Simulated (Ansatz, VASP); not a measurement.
One calculation of NaF, two programs

Contents of INCAR:

```
ALGO = Normal
EDIFF = 1E-6
ENCUT = 600
GGA = PE
GGA_COMPAT = F
ISIF = 2
ISMEAR = 1
LASPH = T
LCHARG = T
LELF = T
LREAL = F
LVHAR = T
LWAVE = F
NBANDS = 14
NELM = 120
PREC = Accurate
SIGMA = 0.2
```

KPOINTS

```
k-points
0
Gamma
  6 6 6
```

The input POSCAR:

```
NaF
1.0
    0.0000000000      2.2972417931      2.2972417931
    2.2972417931      0.0000000000      2.2972417931
    2.2972417931      2.2972417931      0.0000000000
Na F
1 1
Direct
    0.0000000000      0.0000000000      0.0000000000
    0.5000000000      0.5000000000      0.5000000000
```

Input for Ansatz:

```yaml
crystal:
  lattice:
    - [0.0, 2.2972417931, 2.2972417931]
    - [2.2972417931, 0.0, 2.2972417931]
    - [2.2972417931, 2.2972417931, 0.0]
  atoms:
    - { symbol: Na, position: [0.0, 0.0, 0.0] }
    - { symbol: F, position: [0.5, 0.5, 0.5] }
kpoints:
  mp_grid: { grid: [6, 6, 6] }
hamiltonian:
  xc: pbe
scf:
  occupations: { method: cold, width: 0.2 }
  n_extra_bands: 4
output:
  forces: true
  stress: true
  eigenvalues: true
```

Alike in both runs: task single point; functional PBE; k mesh 6 × 6 × 6; no spin polarisation.

|  | VASP | Ansatz |
| --- | --- | --- |
| version | VASP 6.6.1 | Ansatz 0.2.0 |
| potentials or method | VASP PAW PBE potentials, release 64 (Na_pv, F) | plane waves |
| plane-wave cutoff (eV) | 600 | 420 |
| occupations | methfessel-paxton of order 1, width 0.2 eV | cold, width 0.2 eV |
| valence electrons in the cell | 14 | 16 |

```csv
,VASP,Ansatz,Ansatz less VASP
gap on the k mesh at the Fermi level (eV),6.45,6.46,+0.009
pressure (GPa),3.3,3.6,+0.33
```

VASP's potentials hold 14 valence electrons a cell and Ansatz's 16, so a difference there can come from the potentials and not from the codes.
